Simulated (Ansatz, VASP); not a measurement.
# CaSe in VASP and in Ansatz

```
Ca Se
1.0
     0.00000    3.20100    3.34950
     3.20100    0.00000    3.34950
     3.20100    3.20100    0.00000
Ca Se
1 1
Direct
  0.00000 0.00000 0.00000
  0.75000 0.75000 0.75000
```

Change from the starting cell: strain -0.030 along x and y, +0.015 along z, atoms carried along.

Alike in both runs: task single point; functional LDA; k mesh 6 × 6 × 6; occupations gaussian, width 0.05 eV; no spin polarisation.

|  | VASP | Ansatz |
| --- | --- | --- |
| version | VASP 6.6.1 | Ansatz 0.2.0 |
| potentials or method | VASP PAW LDA potentials, release 64 (Ca_sv, Se), cutoff 520 eV | scalar-relativistic, plane waves, PAW |
| valence electrons in the cell | 16 | 26 |

Ansatz gave:

| Quantity | Value |
| --- | --- |
| gap on the k mesh at the Fermi level (eV) | 2.93 |
| least direct gap on the mesh (eV) | 3.10 |
| pressure (GPa) | -1.4 |
| traceless stress, the component that is largest in VASP (GPa) | -0.23 |

Estimate VASP's values.

gap on the k mesh at the Fermi level (eV): 2.95; least direct gap on the mesh (eV): 3.11; pressure (GPa): -1.2; traceless stress, the component that is largest in VASP (GPa): -0.22.

LDA's correlation is that of Perdew and Zunger in VASP and of Perdew and Wang (1992) in Ansatz. VASP's potentials hold 16 valence electrons a cell and Ansatz's 26, so a difference there can come from the potentials and not from the codes.
